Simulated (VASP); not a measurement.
Runs of VASP 6.6.1 on EuS. The structure is that of space group Fm-3m (No. 225), or close to it. The cells are those of the table. 

```csv
cell,gap on the mesh (eV),pressure (GPa),moment (μB)
"a = 4.295 Å, angles 60.0°, 2 atoms",none,-4.8,6.99
"a = 4.184 Å, angles 60.0°, 2 atoms",none,(a),6.97
"a = 4.240 Å, angles 60.0°, 2 atoms",none,-3.5,6.99
"a = 4.127 Å, angles 60.0°, 2 atoms",none,0.1,6.95
"a = 4.212 Å, angles 60.0°, 2 atoms",none,(b),6.98
```

Alike in all rows: task single point; level PBE; potentials or basis VASP PAW PBE potentials, release 64 (Eu, S); spin collinear, ferromagnetic start; k mesh 10 × 10 × 10; cutoff (eV) 600; smearing fermi-dirac 0.05 eV.

Question: Fill in the values left out.

Answer: (a) -1.9; (b) -2.8.

Caveats: spin-orbit coupling is left out, which moves the levels of the heavy elements; a cell with one magnetic atom can't hold antiferromagnetic order, which such compounds often take; semilocal functionals describe open f shells poorly, which spoils levels, moments and volumes; the cell stands under tension (at least some runs).

A k mesh can miss the band edges, and the runs leave out spin-orbit coupling on Eu.

A gap of «none» marks levels without a gap at the run's occupations.
